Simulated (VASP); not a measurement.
# SiC (P6_3mc) in VASP: dielectric tensor with LDA

Aim: the dielectric tensor of SiC with LDA.

Everything below comes from runs of VASP 6.6.1. Logs are shortened: lines on timing, memory, paths and dates and some standing lists are left out, and cuts for length are marked.

## (1) The cell of the first run

It takes space group P6_3mc (No. 186, hexagonal). Conventional cell: a = 3.076 Å, b = 3.076 Å, c = 5.048 Å, α = 90.00°, β = 90.00°, γ = 120.00°. Within 2.5 Å of Si (site symmetry 3m) lie 4 C at 1.87 to 1.94 Å. Within 2.5 Å of C (site symmetry 3m) lie 4 Si at 1.87 to 1.94 Å.

## (2) Dielectric tensor, LDA

The input, INCAR:

```
ALGO = Normal ; EDIFF = 1E-8
ENCUT = 520 ; GGA_COMPAT = False
ISIF = 2 ; ISMEAR = 0
LASPH = True ; LCHARG = False
LEPSILON = True ; LREAL = False
LWAVE = False ; NELM = 120
PREC = Accurate ; SIGMA = 0.01
```

The input, KPOINTS:

```
k-points
0
Gamma
  6 6 4
```

The input, POSCAR:

```
SiC
1.0
    3.0760000000      0.0000000000      0.0000000000
   -1.5380000000      2.6638941420      0.0000000000
    0.0000000000      0.0000000000      5.0480000000
Si C
2 2
Direct
    0.3333333333      0.6666666667      0.0000000000
    0.6666666667      0.3333333333      0.5000000000
    0.3333333333      0.6666666667      0.3850000000
    0.6666666667      0.3333333333      0.8850000000
```

Potentials or basis: VASP PAW LDA potentials, release 64 (Si, C).

Started as:

```bash
> cat potpaw_LDA.64/Si/POTCAR potpaw_LDA.64/C/POTCAR > POTCAR
> mpirun -np 1 vasp_std > vasp.out
```

OUTCAR:

```text
EDIFF = 1E-8
   ENCUT = 520
   ISIF = 2
   ISMEAR = 0
   LASPH = True
   LEPSILON = True
   LREAL = False
   NELM = 120
   PREC = Accurate

 ion  position               nearest neighbor table
   1  0.333  0.667  0.000-   4 1.87   4 1.87   4 1.87   3 1.94   2 3.09   2 3.09   2 3.09   2 3.09
                             2 3.09   2 3.09
   2  0.667  0.333  0.500-   3 1.87   3 1.87   3 1.87   4 1.94   1 3.09   1 3.09   1 3.09   1 3.09
                             1 3.09   1 3.09
   3  0.333  0.667  0.385-   2 1.87   2 1.87   2 1.87   1 1.94
   4  0.667  0.333  0.885-   1 1.87   1 1.87   1 1.87   2 1.94

  LATTYP: Found a hexagonal cell.
 ALAT       =     3.0760000000
 C/A-ratio  =     1.6410923277

  Lattice vectors:

 A1 = (   3.0760000000,   0.0000000000,   0.0000000000)
 A2 = (  -1.5380000000,   2.6638941420,   0.0000000000)
 A3 = (   0.0000000000,   0.0000000000,   5.0480000000)

Analysis of symmetry for initial positions (statically):
=====================================================================
 Subroutine PRICEL returns:
 Original cell was already a primitive cell.

 Routine SETGRP: Setting up the symmetry group for a
 hexagonal supercell.

 Subroutine GETGRP returns: Found 12 space group operations
 (whereof  6 operations were pure point group operations)
 out of a pool of 24 trial point group operations.

The static configuration has the point symmetry C_3v.
 The point group associated with its full space group is C_6v.

Analysis of symmetry for dynamics (positions and initial velocities):
=====================================================================
 Subroutine PRICEL returns:
 Original cell was already a primitive cell.

 Routine SETGRP: Setting up the symmetry group for a
 hexagonal supercell.

 Subroutine GETGRP returns: Found 12 space group operations
 (whereof  6 operations were pure point group operations)
 out of a pool of 24 trial point group operations.

The dynamic configuration has the point symmetry C_3v.
 The point group associated with its full space group is C_6v.

 Subroutine INISYM returns: Found 12 space group operations
 (whereof  6 operations are pure point group operations),
 and found     1 'primitive' translations

[... 479 lines left out ...]
      1.53800      0.88796      2.52400         0.000000     -0.000000      0.726653
     -0.00000      1.77593      1.94348        -0.000000     -0.000000     -0.726653
      1.53800      0.88796      4.46748         0.000000      0.000000     -0.726653
 -----------------------------------------------------------------------------------
    total drift:                                0.000000      0.000000     -0.000142

  FREE ENERGIE OF THE ION-ELECTRON SYSTEM (eV)
  ---------------------------------------------------
  free  energy   TOTEN  =       -33.2224273462 eV

  energy  without entropy=      -33.2224273462  energy(sigma->0) =      -33.22242735

 HEAD OF MICROSCOPIC STATIC DIELECTRIC TENSOR (INDEPENDENT PARTICLE, excluding Hartree and local field effects)
 ------------------------------------------------------
           7.664049     0.000000     0.000000
           0.000000     7.664049     0.000000
           0.000000     0.000000     7.694257
 ------------------------------------------------------

 Free energy of the ion-electron system (eV)
  ---------------------------------------------------
  ---------------------------------------------------
  free energy    TOTEN  =        -0.76334340 eV

  energy without entropy =       -0.76334340

------------------------ aborting loop because EDIFF is reached ----------------------------------------

--------------------------------------- Ionic step        2  -------------------------------------------

------------------------ aborting loop because EDIFF is reached ----------------------------------------

--------------------------------------- Ionic step        3  -------------------------------------------

 Free energy of the ion-electron system (eV)
  ---------------------------------------------------
  ---------------------------------------------------
  free energy    TOTEN  =        -0.77068899 eV

  energy without entropy =       -0.77068899

------------------------ aborting loop because EDIFF is reached ----------------------------------------

 PIEZOELECTRIC TENSOR FIELD DIRECTION 3  (e Angst)
 -----------------------------------------------------------------------------
     1.26435  0.00000 -0.00000           (  0.05948  0.00000 -0.00000)
     0.00000  1.26435 -0.00000           (  0.00000  0.05948  0.00000)
    -0.00000  0.00000 -1.97953           ( -0.00000  0.00000 -0.12589)

 PIEZOELECTRIC TENSOR FIELD DIRECTION 3  (C/m^2)
 -----------------------------------------------------------------------------
     0.48973  0.00000 -0.00000
     0.00000  0.48973 -0.00000
    -0.00000  0.00000 -0.76674

 MACROSCOPIC STATIC DIELECTRIC TENSOR (including local field effects in DFT)
 ------------------------------------------------------
           7.322026     0.000000    -0.000000
           0.000000     7.322026     0.000000
           0.000000     0.000000     7.376960
 ------------------------------------------------------

 PIEZOELECTRIC TENSOR (including local field effects)  for field in x, y, z        (e  Angst)
          XX          YY          ZZ          XY          YZ          ZX
  --------------------------------------------------------------------------------
  x     0.00000     0.00000     0.00000     0.00000     0.00000     1.44307
  y    -0.00000     0.00000     0.00000     0.00000     1.44307     0.00000
  z     1.26435     1.26435    -1.97953     0.00000     0.00000     0.00000

 PIEZOELECTRIC TENSOR (including local field effects)  for field in x, y, z        (C/m^2)
          XX          YY          ZZ          XY          YZ          ZX
  --------------------------------------------------------------------------------
  x     0.00000     0.00000     0.00000     0.00000     0.00000     0.55895
  y    -0.00000     0.00000     0.00000     0.00000     0.55895     0.00000
  z     0.48973     0.48973    -0.76674     0.00000     0.00000     0.00000

 BORN EFFECTIVE CHARGES (including local field effects) (in |e|, cummulative output)
 ---------------------------------------------------------------------------------
 ion    1
    1     2.69848     0.00000     0.00000
    2     0.00000     2.69848     0.00000
    3    -0.00000     0.00000     2.90504
 ion    2
    1     2.69848     0.00000     0.00000
    2    -0.00000     2.69848    -0.00000
    3     0.00000     0.00000     2.90504
 ion    3
    1    -2.69848     0.00000     0.00000
    2     0.00000    -2.69848     0.00000
    3    -0.00000     0.00000    -2.90504
 ion    4
    1    -2.69848     0.00000     0.00000
    2     0.00000    -2.69848     0.00000
    3     0.00000     0.00000    -2.90504
```

stdout:

```text
POSCAR found type information on POSCAR SiC
 POSCAR found :  2 types and       4 ions
 scaLAPACK will be used
 LDA part: xc-table for (Slater(with rela. corr.)+CA(PZ))
 , standard interpolation
 POSCAR, INCAR and KPOINTS ok, starting setup
 FFT: planning ... GRIDC
 FFT: planning ... GRID_SOFT
 FFT: planning ... GRID
 WAVECAR not read
 entering main loop
 Linear response reoptimize wavefunctions to high precision
 Linear response G [H, r] |phi>, progress :
  Direction:   1
 Linear response G [H, r] |phi>, progress :
  Direction:   2
 Linear response G [H, r] |phi>, progress :
  Direction:   3
 Linear response to external field (no local field effect), progress :
  Direction:   1
 dielectric tensor                  component  1 :     6.271    -2.556    -0.763
 Linear response to external field (no local field effect), progress :
  Direction:   2
 dielectric tensor                  component  2 :    -2.557     9.057    -0.506
 Linear response to external field (no local field effect), progress :
  Direction:   3
 dielectric tensor                  component  3 :    -0.762    -0.506     7.694
 Linear response to external field, progress :
  Direction:   1
 dielectric tensor                  component  1 :     7.322    -1.038     0.000
 Linear response to external field, progress :
  Direction:   2
 dielectric tensor                  component  2 :    -1.595     7.322    -0.000
 Linear response to external field, progress :
  Direction:   3
 dielectric tensor                  component  3 :    -0.754    -0.499     7.377
 Born effective charges drift removed
```

Wall time 46 s (1 thread of AMD EPYC 9R45 (Zen 5), shared host); peak memory 0.15 GiB.

Results:

| Item | Value |
| --- | --- |
| Band gap on the k mesh | 2.20 eV (least direct gap 3.97 eV) |
| Electronic dielectric tensor (diagonal) | 7.32, 7.32, 7.38 |
| Born charges (mean of the diagonal) | Si +2.77; C -2.77 e |

Levels at points of the mesh, in eV from the valence-band top:
```tsv
k point	band 5	band 6	band 7	band 8	band 9	band 10	band 11	band 12
(0.00, 0.00, 0.00)	-1.55	-0.27	-0.27	0.00	4.58	6.04	6.39	6.39
(0.50, 0.00, 0.00)	-5.44	-3.54	-3.29	-1.48	2.49	4.11	6.67	7.11
(0.00, 0.00, 0.50)	-0.96	-0.96	-0.96	-0.96	5.65	5.65	7.07	7.07
(0.50, 0.00, 0.50)	-2.69	-2.69	-2.34	-2.34	3.09	3.09	4.89	4.89
```

Electronic dielectric tensor:
```
7.32 0.00 0.00
0.00 7.32 0.00
0.00 0.00 7.38
```

Born effective charge tensors (e):
atom 1, Si
```
2.70 0.00 0.00
0.00 2.70 0.00
0.00 0.00 2.91
```
atom 2, Si
```
2.70 0.00 0.00
0.00 2.70 0.00
0.00 0.00 2.91
```
atom 3, C
```
-2.70  0.00  0.00
 0.00 -2.70  0.00
 0.00  0.00 -2.91
```
atom 4, C
```
-2.70  0.00  0.00
 0.00 -2.70  0.00
 0.00  0.00 -2.91
```

A k mesh can miss the band edges. A hybrid or GW would open this gap; LDA tends to underestimate it.
